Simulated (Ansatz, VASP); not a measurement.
# V in VASP and in Ansatz

Contents of INCAR:

```
  PREC = Accurate
  ENCUT = 520
  EDIFF = 1E-8
  ISMEAR = -1
  SIGMA = 0.03
  LREAL = F
  LASPH = T
  NELM = 150
  ALGO = Normal
  ISIF = 2
  LWAVE = F
  LCHARG = F
  ISPIN = 2
  MAGMOM = 1.5
  LORBIT = 11
  LMAXMIX = 4
  GGA = PE
  LEFG = T
  NBANDS = 16
```

The input KPOINTS:

```
regular mesh
0
Gamma
  19 19 19
```

The input POSCAR:

```
V
1.0
   -1.5180266150      1.5180266150      1.5180266150
    1.5180266150     -1.5180266150      1.5180266150
    1.5180266150      1.5180266150     -1.5180266150
V
1
Direct
    0.0000000000      0.0000000000      0.0000000000
```

Input for Ansatz:

```yaml
crystal:
  lattice:
    - [-1.518026615, 1.518026615, 1.518026615]
    - [1.518026615, -1.518026615, 1.518026615]
    - [1.518026615, 1.518026615, -1.518026615]
  atoms:
    - { symbol: V, position: [0.0, 0.0, 0.0], spin: 1.5 }
magnetization:
  spin_polarized: true
kpoints:
  mp_grid: { grid: [19, 19, 19] }
scf:
  occupations: { method: fermi_dirac, width: 0.03 }
hamiltonian:
  xc: pbe
  pseudopotentials: { kind: all_electron, datasets: crystal }
output:
  forces: true
  stress: true
  eigenvalues: true
  efg: { contact_densities: true }
```

Change from the starting cell: volume scaled by 1.01, crystal datasets.

Alike in both runs: task electric field gradients; functional PBE; k mesh 19 × 19 × 19; occupations fermi-dirac, width 0.03 eV; collinear spin.

|  | VASP | Ansatz |
| --- | --- | --- |
| version | VASP 6.6.1 | Ansatz 0.2.0 |
| potentials or method | VASP PAW PBE potentials, release 64 (V_sv), cutoff 520 eV | all-electron PAW with datasets made for the crystal, scalar-relativistic |

|  | VASP | Ansatz | Ansatz less VASP |
| --- | --- | --- | --- |
| pressure (GPa) | -6.5 | -6.7 | -0.25 |
| net moment per atom (μB) | 0.00 | 0.00 | 0.000 |

Ansatz ran all-electron here, and VASP with PAW potentials. Ansatz's warnings: seeded moment not kept.
